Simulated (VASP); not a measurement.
The system is CaF2 (Fluorite).

```
CELL_PARAMETERS angstrom
0.00000 2.71959 2.71959
2.71959 0.00000 2.71959
2.71959 2.71959 0.00000
ATOMIC_POSITIONS crystal
Ca 0.00000 0.00000 0.00000
F 0.25000 0.25000 0.25000
F 0.75000 0.75000 0.75000
```

Base run:

* Program: VASP 6.6.1
* Functional: r2SCAN
* Potentials or basis: VASP PAW PBE potentials, release 64 (Ca_sv, F)
* Cutoff: 660 eV
* k mesh: 6 × 6 × 6
* Occupations: gaussian, width 0.01 eV
* Spin: no spin polarisation

Its results: band gap on the k mesh 8.03 eV, indirect (least direct gap 8.29 eV); pressure 0.4 GPa.

Question: The run is repeated on the same cell with these changes: functional from r2SCAN to PBE; cutoff from 660 eV to 600 eV. What comes out?

Answer: Band gap on the k mesh 7.36 eV, indirect (least direct gap 7.61 eV); pressure 3.6 GPa.

r2SCAN gives the wider gap, since meta-GGAs in the generalised Kohn-Sham scheme recover part of the derivative discontinuity.

Caveats: the PAW data sets were made with another functional, which shifts forces and pressure a little (some runs).

A k mesh can miss the band edges.
